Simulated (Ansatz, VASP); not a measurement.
**AlN in VASP and in Ansatz**

POSCAR

```
AlN
1.0
    2.1849006262     -2.1849006262      0.0000000000
    2.1849006262      0.0000000000     -2.1849006262
    9.4680483735      8.3753795703      8.3753795703
Al N
6 6
Direct
    0.9340201400     -0.0659798600      0.3958000000
    0.2951368067      0.2951368067      0.2291333333
    0.5729034733      0.5729034733      0.5624666667
    0.8506701400      0.8506701400      0.8958000000
    0.2117868067      0.2117868067      0.7291333333
    0.6562534733      0.6562534733      0.0624666667
    0.5937409733      0.5937409733      0.4374666667
    0.9548576400      0.9548576400      0.2708000000
    0.2326243067      0.2326243067      0.6041333333
    0.5103909733      0.5103909733      0.9374666667
   -0.1284923600     -0.1284923600      0.7708000000
    0.3159743067      0.3159743067      0.1041333333
```

File INCAR.step1:

```
PREC = Accurate ; ENCUT = 520
ISMEAR = 0 ; SIGMA = 0.05
LREAL = F ; LASPH = T
NELM = 60 ; NBANDS = 36
GGA = PE ; ALGO = Normal
EDIFF = 1E-4 ; LWAVE = T
LCHARG = F
```

INCAR.step2

```
PREC = Accurate ; ENCUT = 520
EDIFF = 1E-6 ; ISMEAR = 0
SIGMA = 0.05 ; LREAL = F
LASPH = T ; NELM = 60
ALGO = Normal ; ISIF = 2
LWAVE = F ; LCHARG = F
METAGGA = R2SCAN ; LMIXTAU = T
NBANDS = 36 ; ISTART = 1
```

File KPOINTS:

```
Automatic mesh
0
Gamma
  8 8 2
```

Input for Ansatz:

```yaml
crystal:
  lattice:
    - [2.1849006262, -2.1849006262, 0.0]
    - [2.1849006262, 0.0, -2.1849006262]
    - [9.4680483735, 8.3753795703, 8.3753795703]
  atoms:
    - { symbol: Al, position: [0.93402014, -0.06597986, 0.3958] }
    - { symbol: Al, position: [0.2951368067, 0.2951368067, 0.2291333333] }
    - { symbol: Al, position: [0.5729034733, 0.5729034733, 0.5624666667] }
    - { symbol: Al, position: [0.85067014, 0.85067014, 0.8958] }
    - { symbol: Al, position: [0.2117868067, 0.2117868067, 0.7291333333] }
    - { symbol: Al, position: [0.6562534733, 0.6562534733, 0.0624666667] }
    - { symbol: "N", position: [0.5937409733, 0.5937409733, 0.4374666667] }
    - { symbol: "N", position: [0.95485764, 0.95485764, 0.2708] }
    - { symbol: "N", position: [0.2326243067, 0.2326243067, 0.6041333333] }
    - { symbol: "N", position: [0.5103909733, 0.5103909733, 0.9374666667] }
    - { symbol: "N", position: [-0.12849236, -0.12849236, 0.7708] }
    - { symbol: "N", position: [0.3159743067, 0.3159743067, 0.1041333333] }
basis:
  ecutwfc: 500
kpoints:
  mp_grid: { grid: [8, 8, 2] }
hamiltonian:
  xc: r2scan
scf:
  occupations: { method: gaussian, width: 0.05 }
output:
  forces: true
  stress: true
  eigenvalues: true
```

Alike in both runs: task single point; functional r2SCAN; k mesh 8 × 8 × 2; occupations gaussian, width 0.05 eV; no spin polarisation.

|  | VASP | Ansatz |
| --- | --- | --- |
| version | VASP 6.6.1 | Ansatz 0.2.0 |
| potentials or method | VASP PAW PBE potentials, release 64 (Al, N), cutoff 520 eV | scalar-relativistic, plane waves, PAW |
| valence electrons in the cell | 48 | 48 |

Ansatz gave:

```
gap on the k mesh at the Fermi level (eV)                     : 3.41
least direct gap on the mesh (eV)                             : 3.68
pressure (GPa)                                                : -0.4
traceless stress, the component that is largest in VASP (GPa) : -6.17
rms of the force components (eV/Å)                            : 0.441
```

Q: Which values does VASP return?

A: gap on the k mesh at the Fermi level (eV): 3.41; least direct gap on the mesh (eV): 3.66; pressure (GPa): -0.8; traceless stress, the component that is largest in VASP (GPa): -6.20; rms of the force components (eV/Å): 0.442.

VASP's potentials were made for PBE, not for r2SCAN. Atom by atom the forces differ by 0.003 eV/Å (rms over components).
